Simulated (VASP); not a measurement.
# InSe: band structure with PBEsol

The system is InSe.

```xyz
4
Lattice="2.0000 1.1547 8.4400 -2.0000 1.1547 8.4400 0.0000 -2.3094 8.4400" Properties=species:S:1:pos:R:3 pbc="T T T"
In    0.0000    0.0000   22.4994
In    0.0000    0.0000    0.0000
Se    0.0000    0.0000    4.3525
Se    0.0000    0.0000    9.7102
```

```yaml
Program: VASP 6.6.1
Task: band structure
Functional: PBEsol
Potentials_or_basis: VASP PAW PBE potentials, release 64 (In_d, Se)
Cutoff: 480 eV
k_mesh: 8 × 8 × 8
Occupations: gaussian, width 0.03 eV
Spin: no spin polarisation
Tolerance_level: screening
Purpose: bands
Route: fixed density (ICHARG 11)
Further_INCAR_settings: ALGO = Normal; EDIFF = 1e-06; NBANDS = 33
```

```json
{
  "Band gap on the k mesh": "0.33 eV",
  "Band gap along the path": "0.33 eV"
}
```

Levels at the corners of the path, in eV from the valence-band top:
```tsv
point	band 17	band 18	band 19	band 20	band 21	band 22
Γ	-1.31	-1.22	-1.22	1.62	1.99	4.35
L	-2.36	-2.26	-1.69	1.13	1.90	3.55
L	-2.36	-2.26	-1.69	1.13	1.90	3.55
B1	-2.55	-2.26	-1.76	1.67	2.40	3.32
B	-2.55	-2.26	-1.76	1.67	2.40	3.32
Z	-1.14	-1.14	0.00	0.33	2.05	4.27
Z	-1.14	-1.14	0.00	0.33	2.05	4.27
Γ	-1.31	-1.22	-1.22	1.62	1.99	4.35
Γ	-1.31	-1.22	-1.22	1.62	1.99	4.35
X	-2.59	-2.24	-1.73	1.72	2.31	3.35
Q	-2.59	-2.24	-1.73	1.72	2.31	3.35
F	-2.52	-2.07	-1.52	1.11	1.91	3.20
F	-2.52	-2.07	-1.52	1.11	1.91	3.20
P1	-2.49	-2.10	-1.65	1.33	1.73	3.27
P1	-2.49	-2.10	-1.65	1.33	1.73	3.27
Z	-1.14	-1.14	0.00	0.33	2.05	4.27
L	-2.36	-2.26	-1.69	1.13	1.90	3.55
P	-2.49	-2.10	-1.65	1.33	1.73	3.27
```

Wall time 43 min on 1 thread of AMD EPYC 7R43 64-Core Processor (Zen 3) (shared host), peak memory 0.67 GiB.

Caveat: the log is that of the step along the path at fixed density, whose energy, stress, charges and moments have no meaning; spin-orbit coupling is left out, which moves the levels of the heavy elements.
